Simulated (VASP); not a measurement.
# SnSe2 (P-3m1) in VASP: further runs, part 2 of 2

VASP 6.6.1. Earlier steps stand in the parts before.

## Step 3: Relaxation of cell and atoms, PBEsol

This run uses another cell than the first one, of 25.73 Å³/atom, 0.994 times its volume.

INCAR

```
PREC     = Accurate       # precision mode
ENCUT    = 600            # plane-wave cutoff, eV
EDIFF    = 1E-6           # SCF threshold, eV
ISMEAR   = -1             # smearing method
SIGMA    = 0.05           # smearing width, eV
LREAL    = F              # projectors in reciprocal space
LASPH    = T              # aspherical terms in the spheres
NELM     = 100            # most SCF steps
ALGO     = Normal         # electronic algorithm
ISIF     = 3              # what is computed and relaxed
LWAVE    = F              # write WAVECAR
LCHARG   = F              # write CHGCAR
GGA      = PS             # functional
IBRION   = 2              # ionic algorithm
NSW      = 60             # ionic steps
EDIFFG   = -0.01          # ionic threshold
```

KPOINTS

```
Automatic mesh
0
Gamma
  8 8 5
```

POSCAR

```
SnSe2
1.0
    3.8110000000      0.0000000000      0.0000000000
   -1.9055000000      3.3004228138      0.0000000000
    0.0000000000      0.0000000000      6.1360000000
Sn Se
1 2
Direct
    0.0000000000      0.0000000000      0.0000000000
    0.6666666667      0.3333333333      0.7510000000
    0.3333333333      0.6666666667      0.2490000000
```

Potentials or basis: VASP PAW PBE potentials, release 64 (Sn_d, Se).

Command:

```console
cat potpaw_PBE.64/Sn_d/POTCAR potpaw_PBE.64/Se/POTCAR > POTCAR
mpirun -np 1 vasp_std > vasp.out
```

OUTCAR:

```text
PREC = Accurate
   ENCUT = 600
   EDIFF = 1E-6
   ISMEAR = -1
   LREAL = F
   LASPH = T
   NELM = 100
   ISIF = 3
   GGA = PS
   IBRION = 2
   NSW = 60
   EDIFFG = -0.01

 ion  position               nearest neighbor table
   1  0.000  0.000  0.000-   2 2.68   3 2.68   3 2.68   2 2.68   2 2.68   3 2.68
   2  0.667  0.333  0.751-   1 2.68   1 2.68   1 2.68
   3  0.333  0.667  0.249-   1 2.68   1 2.68   1 2.68

  LATTYP: Found a hexagonal cell.
 ALAT       =     3.8110000000
 C/A-ratio  =     1.6100760955

  Lattice vectors:

 A1 = (   3.8110000000,   0.0000000000,   0.0000000000)
 A2 = (  -1.9055000000,   3.3004228138,   0.0000000000)
 A3 = (   0.0000000000,   0.0000000000,   6.1360000000)

Analysis of symmetry for initial positions (statically):
=====================================================================
 Subroutine PRICEL returns:
 Original cell was already a primitive cell.

 Routine SETGRP: Setting up the symmetry group for a
 hexagonal supercell.

 Subroutine GETGRP returns: Found 12 space group operations
 (whereof 12 operations were pure point group operations)
 out of a pool of 24 trial point group operations.

The static configuration has the point symmetry D_3d.

Analysis of symmetry for dynamics (positions and initial velocities):
=====================================================================
 Subroutine PRICEL returns:
 Original cell was already a primitive cell.

 Routine SETGRP: Setting up the symmetry group for a
 hexagonal supercell.

 Subroutine GETGRP returns: Found 12 space group operations
 (whereof 12 operations were pure point group operations)
 out of a pool of 24 trial point group operations.

The dynamic configuration has the point symmetry D_3d.

 Subroutine INISYM returns: Found 12 space group operations
 (whereof 12 operations are pure point group operations),
 and found     1 'primitive' translations

----------------------------------------------------------------------------------------

                                     Primitive cell

[... 129 lines left out ...]

--------------------------------------- Ionic step        1  -------------------------------------------

 number of electron      25.9999991 magnetization

 Free energy of the ion-electron system (eV)
  ---------------------------------------------------
  ext. energy  EPLUGINS =         0.00000000
  ---------------------------------------------------
  free energy    TOTEN  =       -12.94338692 eV

  energy without entropy =      -12.94334826  energy(sigma->0) =      -12.94336759

------------------------ aborting loop because EDIFF is reached ----------------------------------------

  FORCE on cell =-STRESS in cart. coord.  units (eV):
  Direction    XX          YY          ZZ          XY          YZ          ZX
  --------------------------------------------------------------------------------------
  -------------------------------------------------------------------------------------
  Total        0.9793667      0.9793667      1.8727801     -0.0000000      0.0000000      0.0000000
  in kB       20.3311533     20.3311533     38.8779617     -0.0000000      0.0000000      0.0000000
  external PRESSURE =      26.5134228 kB  Pullay stress =       0.0000000 kB
[... 92 lines left out ...]
  FREE ENERGIE OF THE ION-ELECTRON SYSTEM (eV)
  ---------------------------------------------------
  free  energy   TOTEN  =       -12.9770651345 eV

  energy  without entropy=      -12.9769793990  energy(sigma->0) =      -12.97702227

 E-fermi :   4.1196     XC(G=0):  -9.5453

 val. band max:        3.8051364030   @ k =   0.1250   0.0000   0.2000
 cond. band min:       4.3916425019   @ k =   0.5000   0.0000   0.4000
 fundamental gap:      0.5865060989
 Fermi energy:         4.1195709969

 k-point     1 :       0.0000    0.0000    0.0000
  band No.  band energies     occupation
      1     -17.3198      2.00000
      2     -17.3198      2.00000
      3     -17.2821      2.00000
      4     -17.2698      2.00000
      5     -17.2698      2.00000
      6      -9.9864      2.00000
[... 459 lines left out ...]
      6      -8.4563      2.00000
[... 9 lines left out ...]
     16       9.5667      0.00000
     17      10.2404      0.00000

 [... further k-points ...]

[... ionic steps 4 to 17 ...]

--------------------------------------- Ionic step       18  -------------------------------------------

 number of electron      25.9999992 magnetization

------------------------ aborting loop because EDIFF is reached ----------------------------------------
[... 69 lines left out ...]
--------------------------------------- Ionic step       20  -------------------------------------------

 number of electron      25.9999992 magnetization

 Free energy of the ion-electron system (eV)
  ---------------------------------------------------
  ext. energy  EPLUGINS =         0.00000000
  ---------------------------------------------------
  free energy    TOTEN  =       -12.98196876 eV

  energy without entropy =      -12.98181633  energy(sigma->0) =      -12.98189255

 E-fermi :   4.3155     XC(G=0):  -9.6483

 val. band max:        3.9883232954   @ k =   0.1250   0.1250   0.0000
 cond. band min:       4.5858038664   @ k =   0.5000   0.0000   0.4000
 fundamental gap:      0.5974805710
 Fermi energy:         4.3155087435

 k-point     1 :       0.0000    0.0000    0.0000
  band No.  band energies     occupation
      1     -17.1455      2.00000
      2     -17.1455      2.00000
      3     -17.1088      2.00000
      4     -17.0964      2.00000
      5     -17.0964      2.00000
      6      -9.8331      2.00000
[... 501 lines left out ...]
  FREE ENERGIE OF THE ION-ELECTRON SYSTEM (eV)
  ---------------------------------------------------
  free  energy   TOTEN  =       -12.9819687591 eV

  energy  without entropy=      -12.9818163344  energy(sigma->0) =      -12.98189255

 reached required accuracy - stopping structural energy minimisation
```

Run time: 10 min. Hardware: 1 thread of AMD EPYC 7R13 (Zen 3), shared host; peak memory 0.22 GiB.

Results:

```
Free energy                            : -12.9820 eV
Relaxed volume                         : 25.93 Å³/atom
Relaxed cell                           : a = 3.823 Å, b = 3.823 Å, c = 6.148 Å, α = 90.00°, β = 90.00°, γ = 120.00°
Space group after relaxing (to 0.05 Å) : P-3m1 (No. 164)
Energy gained by relaxing              : 12.9 meV/atom
Ionic steps                            : 20
Pressure after relaxing                : 0.0 GPa
Band gap on the k mesh                 : 0.60 eV, indirect (least direct gap 0.96 eV)
```

Step by step:
```
step  energy change (eV)  largest force (eV/Å)  pressure (GPa)  volume (Å³)
   1              0.0000                0.6218            2.65        77.18
   2             -0.0130                0.2790           -2.39        82.03
   3             -0.0337                0.0955           -0.36        79.83
   4             -0.0367                0.0484           -0.21        79.40
   5             -0.0373                0.0120           -0.06        79.08
   6             -0.0373                0.0153           -0.08        79.11
   7             -0.0374                0.0334            0.05        78.94
   8             -0.0374                0.0391            0.09        78.89
   9             -0.0375                0.0378            0.07        78.87
  10             -0.0377                0.0332            0.04        78.80
  11             -0.0380                0.0244           -0.05        78.68
  12             -0.0382                0.0074           -0.20        78.42
  13             -0.0383                0.0090           -0.15        78.33
  14             -0.0384                0.0137           -0.10        78.08
  15             -0.0384                0.0237            0.05        77.57
  16             -0.0385                0.0195           -0.01        77.81
  17             -0.0385                0.0183           -0.04        77.86
  18             -0.0385                0.0188           -0.01        77.83
  19             -0.0385                0.0141           -0.01        77.82
  20             -0.0386                0.0018           -0.04        77.80
```

Final structure:
```yaml
crystal:
  lattice:
    - [3.82252, 0.00000, 0.00000]
    - [-1.91126, 3.31040, 0.00000]
    - [0.00000, 0.00000, 6.14812]
  atoms:
    - { symbol: Sn, position: [0.00000, 0.00000, 0.00000] }
    - { symbol: Se, position: [0.66667, 0.33333, 0.74189] }
    - { symbol: Se, position: [0.33333, 0.66667, 0.25811] }
```

Caveat: the PAW data sets were made with another functional, which shifts forces and pressure a little; spin-orbit coupling is left out, which moves the levels of the heavy elements; this functional lacks dispersion, which binds the layers, so the pressure and a relaxed spacing across them are unreliable. Zero-point motion and thermal expansion aren't in these numbers.
